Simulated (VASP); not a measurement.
# TiCo (Pm-3m) in VASP: single point with r2SCAN

Aim: the single point of TiCo with r2SCAN.

All numbers are computed with VASP 6.6.1; they aren't measurements. Logs are shortened: lines on timing, memory, paths and dates and some standing lists are left out, and cuts for length are marked.

### Step 1. The cell of the first run

Symmetry: Pm-3m, No. 221, cubic system. Conventional cell: a = 2.988 Å, b = 2.988 Å, c = 2.988 Å, α = 90.00°, β = 90.00°, γ = 90.00°. Co (site symmetry m-3m) has 8 Ti at 2.59 Å and 6 Co at 2.99 Å within 3.4 Å. Within 3.4 Å of Ti (site symmetry m-3m) lie 8 Co at 2.59 Å and 6 Ti at 2.99 Å.

### Step 2. Single point, r2SCAN, collinear spin, ferromagnetic start

POSCAR

```
TiCo
1.0
    2.9875817212      0.0000000000      0.0000000000
    0.0000000000      2.9875817212      0.0000000000
    0.0000000000      0.0000000000      2.9875817212
Co Ti
1 1
Direct
    0.0000000000      0.0000000000      0.0000000000
    0.5000000000      0.5000000000      0.5000000000
```

INCAR.step1

```
SYSTEM = TiCo
ALGO     = Normal         ! electronic algorithm
EDIFF    = 1E-5           ! SCF threshold, eV
ENCUT    = 660            ! plane-wave cutoff, eV
GGA      = PE             ! functional
GGA_COMPAT= .False.      
ISMEAR   = 1              ! smearing method
ISPIN    = 2              ! spin polarisation
LASPH    = .True.         ! aspherical terms in the spheres
LCHARG   = .False.        ! write CHGCAR
LMAXMIX  = 4              ! l up to which the mixer works
LREAL    = .False.        ! projectors in reciprocal space
LWAVE    = .True.         ! write WAVECAR
MAGMOM   = 1 0            ! initial moments
NBANDS   = 22             ! bands
NELM     = 200            ! most SCF steps
PREC     = Accurate       ! precision mode
SIGMA    = 0.1            ! smearing width, eV
```

INCAR.step2

```
SYSTEM = TiCo
ALGO     = Normal         ! electronic algorithm
EDIFF    = 1E-6           ! SCF threshold, eV
ENCUT    = 660            ! plane-wave cutoff, eV
GGA_COMPAT= .False.      
ISIF     = 2              ! what is computed and relaxed
ISMEAR   = 1              ! smearing method
ISPIN    = 2              ! spin polarisation
ISTART   = 1            
LASPH    = .True.         ! aspherical terms in the spheres
LCHARG   = .False.        ! write CHGCAR
LMAXMIX  = 4              ! l up to which the mixer works
LMIXTAU  = .True.       
LORBIT   = 11             ! projections on sites
LREAL    = .False.        ! projectors in reciprocal space
LWAVE    = .False.        ! write WAVECAR
MAGMOM   = 1 0            ! initial moments
METAGGA  = R2SCAN         ! meta-GGA
NBANDS   = 22             ! bands
NELM     = 200            ! most SCF steps
PREC     = Accurate       ! precision mode
SIGMA    = 0.1            ! smearing width, eV
```

KPOINTS

```
k-points
0
Gamma
  16 16 16
  0 0 0
```

Potentials or basis: VASP PAW PBE potentials, release 64 (Co, Ti_sv).

On the command line:

```
$ cat potpaw_PBE.64/Co/POTCAR potpaw_PBE.64/Ti_sv/POTCAR > POTCAR
$ cp INCAR.step1 INCAR
$ mpirun -np 1 vasp_std > vasp.out
$ cp INCAR.step2 INCAR
$ mpirun -np 1 vasp_std > vasp.out
```

OUTCAR:

```text
SYSTEM = TiCo
   EDIFF = 1E-6
   ENCUT = 660
   ISIF = 2
   ISMEAR = 1
   ISPIN = 2
   ISTART = 1
   LASPH = .True.
   LORBIT = 11
   LREAL = .False.
   METAGGA = R2SCAN
   NELM = 200
   PREC = Accurate

 ion  position               nearest neighbor table
   1  0.000  0.000  0.000-   2 2.59   2 2.59   2 2.59   2 2.59   2 2.59   2 2.59   2 2.59   2 2.59

   2  0.500  0.500  0.500-   1 2.59   1 2.59   1 2.59   1 2.59   1 2.59   1 2.59   1 2.59   1 2.59

  LATTYP: Found a simple cubic cell.
 ALAT       =     2.9875817212

  Lattice vectors:

 A1 = (   2.9875817212,   0.0000000000,   0.0000000000)
 A2 = (   0.0000000000,   2.9875817212,   0.0000000000)
 A3 = (   0.0000000000,   0.0000000000,   2.9875817212)

Analysis of symmetry for initial positions (statically):
=====================================================================
 Subroutine PRICEL returns:
 Original cell was already a primitive cell.

 Routine SETGRP: Setting up the symmetry group for a
 simple cubic supercell.

 Subroutine GETGRP returns: Found 48 space group operations
 (whereof 48 operations were pure point group operations)
 out of a pool of 48 trial point group operations.

The static configuration has the point symmetry O_h .

Analysis of symmetry for dynamics (positions and initial velocities):
=====================================================================
 Subroutine PRICEL returns:
 Original cell was already a primitive cell.

 Routine SETGRP: Setting up the symmetry group for a
 simple cubic supercell.

 Subroutine GETGRP returns: Found 48 space group operations
 (whereof 48 operations were pure point group operations)
 out of a pool of 48 trial point group operations.

The dynamic configuration has the point symmetry O_h .

Analysis of structural, dynamic, and magnetic symmetry:
=====================================================================
 Subroutine PRICEL returns:
 Original cell was already a primitive cell.

 Routine SETGRP: Setting up the symmetry group for a
 simple cubic supercell.

 Subroutine GETGRP returns: Found 48 space group operations
 (whereof 48 operations were pure point group operations)
 out of a pool of 48 trial point group operations.

The overall configuration has the point symmetry O_h .

 Subroutine INISYM returns: Found 48 space group operations
 (whereof 48 operations are pure point group operations),
 and found     1 'primitive' translations

----------------------------------------------------------------------------------------

                                     Primitive cell

  volume of cell :      26.6661

  direct lattice vectors                    reciprocal lattice vectors
     2.987581721  0.000000000  0.000000000     0.334718877  0.000000000  0.000000000
     0.000000000  2.987581721  0.000000000     0.000000000  0.334718877  0.000000000
     0.000000000  0.000000000  2.987581721     0.000000000  0.000000000  0.334718877

  length of vectors
     2.987581721  2.987581721  2.987581721     0.334718877  0.334718877  0.334718877

  position of ions in fractional coordinates (direct lattice)
     0.000000000  0.000000000  0.000000000
     0.500000000  0.500000000  0.500000000

  ion indices of the primitive-cell ions
   primitive index   ion index
                 1           1
                 2           2

----------------------------------------------------------------------------------------

 KPOINTS: k-points

Automatic generation of k-mesh.
 Grid dimensions read from file:
 generate k-points for:   16   16   16

 Generating k-lattice:

  Cartesian coordinates                     Fractional coordinates (reciprocal lattice)
     0.020919930  0.000000000  0.000000000     0.062500000  0.000000000  0.000000000
     0.000000000  0.020919930  0.000000000     0.000000000  0.062500000  0.000000000
     0.000000000  0.000000000  0.020919930     0.000000000  0.000000000  0.062500000

  Length of vectors
     0.020919930  0.020919930  0.020919930

  Shift w.r.t. Gamma in fractional coordinates (k-lattice)
     0.000000000  0.000000000  0.000000000

 Subroutine IBZKPT returns following result:
 ===========================================

 Found    165 irreducible k-points:

 Following reciprocal coordinates:
            Coordinates               Weight
  0.000000  0.000000  0.000000      1.000000
  0.062500  0.000000  0.000000      6.000000
  0.125000  0.000000  0.000000      6.000000
  0.187500  0.000000  0.000000      6.000000
  0.250000  0.000000  0.000000      6.000000
  0.312500  0.000000  0.000000      6.000000
[... 16 lines left out ...]
  0.437500  0.125000  0.000000     24.000000
  0.500000  0.125000  0.000000     12.000000
 [... further k-points ...]
   k-points           NKPTS =    165   k-points in BZ     NKDIM =    165   number of bands    NBANDS=     22
   number of dos      NEDOS =    301   number of ions     NIONS =      2
   total plane-waves  NPLWV =  21952
   dimension x,y,z NGX =    28 NGY =   28 NGZ =   28
   dimension x,y,z NGXF=    56 NGYF=   56 NGZF=   56
   ions per type =               1   1
   NGX,Y,Z   is equivalent  to a cutoff of  15.58, 15.58, 15.58 a.u.
   NGXF,Y,Z  is equivalent  to a cutoff of  31.16, 31.16, 31.16 a.u.
 SYSTEM =  TiCo
   PREC   = accura    normal or accurate (medium, high low for compatibility)
   ISTART =      1    job   : 0-new  1-cont  2-samecut
   ICHARG =      0    charge: 1-file 2-atom 10-const
   ISPIN  =      2    spin polarized calculation?
   LNONCOLLINEAR =      F non collinear calculations
   LSORBIT =      F    spin-orbit coupling
   LASPH  =      T    aspherical Exc in radial PAW
   ENCUT  =  660.0 eV  48.51 Ry    6.96 a.u.   6.26  6.26  6.26*2*pi/ulx,y,z
   NELM   =    200;   NELMIN=  2; NELMDL=  0     # of ELM steps
   EDIFF  = 0.1E-05   stopping-criterion for ELM
   LREAL  =      F    real-space projection
   EDIFFG = 0.1E-04   stopping-criterion for IOM
   NSW    =      0    number of steps for IOM
   IBRION =     -1    ionic relax: 0-MD 1-quasi-New 2-CG
   NFREE  =      0    steps in history (QN), initial steepest desc. (CG)
   ISIF   =      2    stress and relaxation
   ISYM   =      2    0-nonsym 1-usesym 2-fastsym
   POTIM  = 0.5000    time-step for ionic-motion
   TEBEG  =    0.0;   TEEND  =   0.0 temperature during run
   PSTRESS=    0.0 pullay stress
   NELECT =      21.0000    total number of electrons
   NUPDOWN=      -1.0000    fix difference up-down
   EMIN   =  10.00;   EMAX   =-10.00  energy-range for DOS
   EFERMI =   0.00;   METHOD = LEGACY
   ISMEAR =     1;   SIGMA  =   0.10  broadening in eV -4-tet -1-fermi 0-gaus
   EFERMI_NEDOS =   21; number of points for ismear=-14 and -15
   IALGO  =     38    algorithm
   IMIX   =      4    mixing-type and parameters
     AMIX     =   0.40;   BMIX     =  1.00
     AMIX_MAG =   1.60;   BMIX_MAG =  1.00
  volume/ion in A,a.u.               =      13.33        89.98
  Fermi-wavevector in a.u.,A,eV,Ry     =   1.511802  2.856891 31.096715  2.285544
  Thomas-Fermi vector in A             =   2.621810
   LORBIT       =     11    0 simple, 1 ext, 2 COOP (PROOUT), +10 PAW based schemes
   METAGGA = R2SCAN    functional components
   LHFCALC =     F    Hartree Fock is set to
   AEXX    =    0.0000 exact exchange contribution
   IVDW    =     0    specifies the selected vdW correction
   LEPSILON=     F    determine dielectric tensor
   LRPA    =     F    only Hartree local field effects (RPA)
 spin polarized calculation
 Methfessel and Paxton  Order N= 1 SIGMA  =   0.10
  energy-cutoff  :      660.00
  volume of cell :       26.67
 maximum number of plane-waves:      1064
 NGX is ok and might be reduce to    28
   NGX = 13   NGY = 13   NGZ = 13

 number of electron      20.9999996 magnetization       0.8843990

 Free energy of the ion-electron system (eV)
  ---------------------------------------------------
  ext. energy  EPLUGINS =         0.00000000
  ---------------------------------------------------
  free energy    TOTEN  =       -27.02463503 eV

  energy without entropy =      -27.02406882  energy(sigma->0) =      -27.02444630

 E-fermi :   9.9220     XC(G=0): -13.6321

 val. band max:        9.9172450538   @ k =   0.5000   0.1875   0.0000
 cond. band min:       9.9222021335   @ k =   0.3750   0.0625   0.0625
 fundamental gap:      0.0049570797
 Fermi energy:         9.9220470895

 spin component 1

 k-point     1 :       0.0000    0.0000    0.0000
  band No.  band energies     occupation
      1     -49.4500      1.00000
      2     -24.5043      1.00000
      3     -24.5043      1.00000
      4     -24.5043      1.00000
      5       1.9592      1.00000
      6       5.1704      1.00000
[... 14 lines left out ...]
     21      30.2079      0.00000
     22      31.7703      0.00000

 k-point     2 :       0.0625    0.0000    0.0000
  band No.  band energies     occupation
      1     -49.4488      1.00000
      2     -24.5160      1.00000
      3     -24.5035      1.00000
      4     -24.5034      1.00000
      5       2.0390      1.00000
      6       5.1966      1.00000
[... 14 lines left out ...]
     21      30.4450      0.00000
     22      31.5366      0.00000
[... 523 lines left out ...]
     21      28.0852      0.00000
     22      29.0620      0.00000

 k-point    24 :       0.5000    0.1250    0.0000
  band No.  band energies     occupation
      1     -49.4139      1.00000
      2     -24.7976      1.00000
      3     -24.5223      1.00000
      4     -24.4772      1.00000
      5       5.2208      1.00000
      6       6.0625      1.00000
[... 14 lines left out ...]
     21      27.2394      0.00000
     22      28.9943      0.00000

 [... further k-points ...]

 spin component 2

 k-point     1 :       0.0000    0.0000    0.0000
  band No.  band energies     occupation
      1     -49.7479      1.00000
      2     -24.7915      1.00000
      3     -24.7915      1.00000
      4     -24.7915      1.00000
      5       1.5201      1.00000
      6       6.4590      1.00000
[... 14 lines left out ...]
     21      30.5289      0.00000
     22      31.5379      0.00000

 k-point     2 :       0.0625    0.0000    0.0000
  band No.  band energies     occupation
      1     -49.7466      1.00000
      2     -24.8039      1.00000
      3     -24.7906      1.00000
      4     -24.7906      1.00000
      5       1.6013      1.00000
      6       6.4936      1.00000
[... 14 lines left out ...]
     21      30.7653      0.00000
     22      31.2798      0.00000
[... 523 lines left out ...]
     21      28.1524      0.00000
     22      28.7310      0.00000

 k-point    24 :       0.5000    0.1250    0.0000
  band No.  band energies     occupation
      1     -49.7093      1.00000
      2     -25.1039      1.00000
      3     -24.8113      1.00000
      4     -24.7633      1.00000
      5       5.6259      1.00000
      6       5.7803      1.00000
[... 14 lines left out ...]
     21      27.2040      0.00000
     22      28.6331      0.00000

 [... further k-points ...]

------------------------ aborting loop because EDIFF is reached ----------------------------------------

  FORCE on cell =-STRESS in cart. coord.  units (eV):
  Direction    XX          YY          ZZ          XY          YZ          ZX
  --------------------------------------------------------------------------------------
  -------------------------------------------------------------------------------------
  Total        0.0320132      0.0320132      0.0320132      0.0000000     -0.0000000     -0.0000000
  in kB        1.9234466      1.9234466      1.9234466      0.0000000     -0.0000000     -0.0000000
  external PRESSURE =       1.9234466 kB  Pullay stress =       0.0000000 kB

 VOLUME and BASIS-vectors are now :
 -----------------------------------------------------------------------------
  energy-cutoff  :      660.00
  volume of cell :       26.67
      direct lattice vectors                 reciprocal lattice vectors
     2.987581721  0.000000000  0.000000000     0.334718877  0.000000000  0.000000000
     0.000000000  2.987581721  0.000000000     0.000000000  0.334718877  0.000000000
     0.000000000  0.000000000  2.987581721     0.000000000  0.000000000  0.334718877

 POSITION                                       TOTAL-FORCE (eV/Angst)
 -----------------------------------------------------------------------------------
      0.00000      0.00000      0.00000         0.000000      0.000000      0.000000
      1.49379      1.49379      1.49379         0.000000      0.000000      0.000000
 -----------------------------------------------------------------------------------
    total drift:                                0.000000      0.000000      0.000000

  FREE ENERGIE OF THE ION-ELECTRON SYSTEM (eV)
  ---------------------------------------------------
  free  energy   TOTEN  =       -27.0246350349 eV

  energy  without entropy=      -27.0240688211  energy(sigma->0) =      -27.02444630

 total charge

# of ion       s       p       d       tot
------------------------------------------
    1        0.557   0.525   7.239   8.321
    2        2.243   6.197   1.803  10.244
--------------------------------------------------
tot          2.800   6.722   9.042  18.564

 magnetization (x)

# of ion       s       p       d       tot
------------------------------------------
    1        0.042  -0.031   1.358   1.369
    2       -0.008  -0.039  -0.235  -0.282
--------------------------------------------------
tot          0.034  -0.070   1.123   1.087
```

It took 7.6 min on 1 thread of Intel Xeon 6975P-C (Granite Rapids), shared host; peak memory 0.35 GiB.

Results:

```yaml
Free_energy: -27.0246 eV
Pressure: 0.2 GPa
Net_moment: 0.88 μB per cell
Site_moments: Co +1.37; Ti -0.28 μB
Valence_electrons_inside_the_program's_atomic_spheres: Co 8.32; Ti 10.24
```

Levels at points of the mesh, in eV from the Fermi level:
Spin up:
```tsv
k point	band 7	band 8	band 9	band 10	band 11	band 12	band 13	band 14	band 15	band 16
(0.00, 0.00, 0.00)	-4.75	-2.40	-2.40	-2.40	0.52	0.52	2.85	2.85	2.85	9.22
(0.50, 0.00, 0.00)	-3.73	-2.55	-2.55	-2.09	-1.26	-0.33	0.82	0.82	2.48	4.33
(0.50, 0.50, 0.00)	-3.19	-3.19	-2.41	-1.31	0.61	0.61	1.27	2.53	2.53	3.57
(0.50, 0.50, 0.50)	-3.32	-2.38	-2.38	-2.11	-2.11	-2.11	3.65	3.65	7.01	8.64
```
Spin down:
```
           k point  band 7  band 8  band 9  band 10  band 11  band 12  band 13  band 14
(0.00, 0.00, 0.00)   -3.46   -1.48   -1.48    -1.48     1.53     1.53     2.83     2.83
(0.50, 0.00, 0.00)   -1.59   -1.59   -1.23    -1.05    -0.95     0.66     0.66     1.42
(0.50, 0.50, 0.00)   -2.49   -2.49    0.20     0.20     0.96     1.05     1.23     2.67
(0.50, 0.50, 0.50)   -2.60   -2.37   -2.37    -2.37     1.00     1.00     3.21     3.21
```

Caveat: the PAW data sets were made with another functional, which shifts forces and pressure a little.
